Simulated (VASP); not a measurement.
Here is a VASP 6.6.1 calculation.

File INCAR:

```
PREC = Accurate
ENCUT = 520
EDIFF = 1E-6
ISMEAR = 0
SIGMA = 0.1
LREAL = F
LASPH = T
NELM = 80
ALGO = Normal
ISIF = 2
LWAVE = F
LCHARG = T
LDIPOL = T
IDIPOL = 3
DIPOL = 0.5 0.5 0.309
GGA = PE
LELF = T
LVHAR = T
LVACPOTAV = T
NBANDS = 38
```

Contents of KPOINTS:

```
regular mesh
0
Gamma
  6 3 1
```

The input POSCAR:

```
HC6
1.0
    4.9326910638      0.0000000000      0.0000000000
    0.0000000000      8.5222964205      0.0000000000
    0.0000000000      0.0000000000     22.9416055954
C H
12 2
Direct
    0.0000000000      0.0000000000      0.1743557130
    0.5000000000      0.0000000000      0.1743557130
    0.2500000000      0.0000000000      0.2053898368
    0.7500000000      0.0000000000      0.2053898368
    0.2500000000      0.0000000000      0.2674580844
    0.7500000000      0.0000000000      0.2674580844
    0.0000000000      0.0000000000      0.2977124344
    0.5000000000      0.0000000000      0.2977124344
    0.0000000000      0.0000000000      0.3626190265
    0.5000000000      0.0000000000      0.3626190265
    0.2500000000      0.0000000000      0.3897550046
    0.7500000000      0.0000000000      0.3897550046
    0.1302884688      0.0000000000      0.4651638505
    0.3697115312      0.0000000000      0.4651638505
```

Potentials or basis: VASP PAW PBE potentials, release 64 (C, H).

Run with:

```console
$ cat potpaw_PBE.64/C/POTCAR potpaw_PBE.64/H/POTCAR > POTCAR
$ mpirun -np 1 vasp_std > vasp.out
```

**Question.** What does it give for the largest force?

**Answer.** 3.218 eV/Å.

Forces on the atoms (eV/Å):
```
C   -0.250  0.000  1.629
C    0.250  0.000  1.629
C    0.000  0.000 -3.218
C    0.000  0.000 -2.754
C    0.000  0.000  0.979
C    0.000  0.000  1.347
C    0.368  0.000  0.519
C   -0.368  0.000  0.519
C   -0.489  0.000 -0.472
C    0.489  0.000 -0.472
C    0.000  0.000 -0.761
C    0.000  0.000  2.304
H    2.552  0.000 -0.625
H   -2.552  0.000 -0.625
```
